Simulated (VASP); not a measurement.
Write the native input for VASP 6.6.1 that does the following.

- Task: relaxation of cell and atoms
- Functional: r2SCAN
- Potentials or basis: VASP PAW PBE potentials, release 64 (Na_pv, H)
- Cutoff: 600 eV
- k mesh: 8 × 8 × 8
- Occupations: gaussian, width 0.01 eV
- Spin: no spin polarisation
- Target pressure: 4 GPa
- Dipole correction: no
- Further INCAR settings: ALGO = Normal; EDIFF = 1e-06; IBRION = 2; EDIFFG = -0.002; NSW = 100; ISIF = 3

NaH:

```
CELL_PARAMETERS angstrom
2.39722 2.39722 0.00000
-2.39722 2.39722 0.00000
0.00000 2.39722 2.39722
ATOMIC_POSITIONS crystal
Na 0.00000 0.00000 0.00000
H 0.50000 0.50000 0.00000
```

One way to write it, as run:

POSCAR

```
NaH
1.0
    2.3972153351      2.3972153351      0.0000000000
   -2.3972153351      2.3972153351      0.0000000000
    0.0000000000      2.3972153351      2.3972153351
Na H
1 1
Direct
    0.0000000000      0.0000000000      0.0000000000
    0.5000000000      0.5000000000      0.0000000000
```

INCAR.step1

```
SYSTEM = NaH
ALGO     = Normal         ! electronic algorithm
EDIFF    = 1E-4           ! SCF threshold, eV
ENCUT    = 600            ! plane-wave cutoff, eV
GGA      = PE             ! functional
ISMEAR   = 0              ! smearing method
LASPH    = .TRUE.         ! aspherical terms in the spheres
LCHARG   = .FALSE.        ! write CHGCAR
LREAL    = .FALSE.        ! projectors in reciprocal space
LWAVE    = .TRUE.         ! write WAVECAR
NELM     = 60             ! most SCF steps
PREC     = Accurate       ! precision mode
SIGMA    = 0.01           ! smearing width, eV
```

INCAR.step2

```
SYSTEM = NaH
ALGO     = Normal         ! electronic algorithm
EDIFF    = 1E-6           ! SCF threshold, eV
EDIFFG   = -0.002         ! ionic threshold
ENCUT    = 600            ! plane-wave cutoff, eV
IBRION   = 2              ! ionic algorithm
ISIF     = 3              ! what is computed and relaxed
ISMEAR   = 0              ! smearing method
ISTART   = 1            
LASPH    = .TRUE.         ! aspherical terms in the spheres
LCHARG   = .FALSE.        ! write CHGCAR
LMIXTAU  = .TRUE.       
LREAL    = .FALSE.        ! projectors in reciprocal space
LWAVE    = .FALSE.        ! write WAVECAR
METAGGA  = R2SCAN         ! meta-GGA
NELM     = 60             ! most SCF steps
NSW      = 100            ! ionic steps
PREC     = Accurate       ! precision mode
PSTRESS  = 40.0         
SIGMA    = 0.01           ! smearing width, eV
```

KPOINTS

```
k-points
0
G
  8 8 8
  0 0 0
```

Potentials or basis: VASP PAW PBE potentials, release 64 (Na_pv, H).

Launch:

```bash
$ cat potpaw_PBE.64/Na_pv/POTCAR potpaw_PBE.64/H/POTCAR > POTCAR
$ cp INCAR.step1 INCAR
$ mpirun -np 1 vasp_std > vasp.out
$ cp INCAR.step2 INCAR
$ mpirun -np 1 vasp_std > vasp.out
```

It gave:

```yaml
Relaxed_volume: 12.07 Å³/atom
Relaxed_cell: a = 3.244 Å, b = 3.244 Å, c = 3.244 Å, α = 60.00°, β = 60.00°, γ = 90.00°
Space_group_after_relaxing_to_0.1_Å: Fm-3m (No. 225)
Energy_change_on_relaxing_the_run_minimises_the_enthalpy: +16.2 meV/atom
Ionic_steps: 6
Pressure_after_relaxing: 4.0 GPa
Band_gap_on_the_k_mesh: 4.66 eV (least direct gap 5.55 eV)
```

Caveat: the cell is relaxed towards a set pressure, so the run minimises the enthalpy, not the energy; the PAW data sets were made with another functional, which shifts forces and pressure a little.

Run time: 100 s on 1 thread of AMD EPYC 9R45 96-Core Processor (Zen 5) (shared host), peak memory 0.13 GiB.
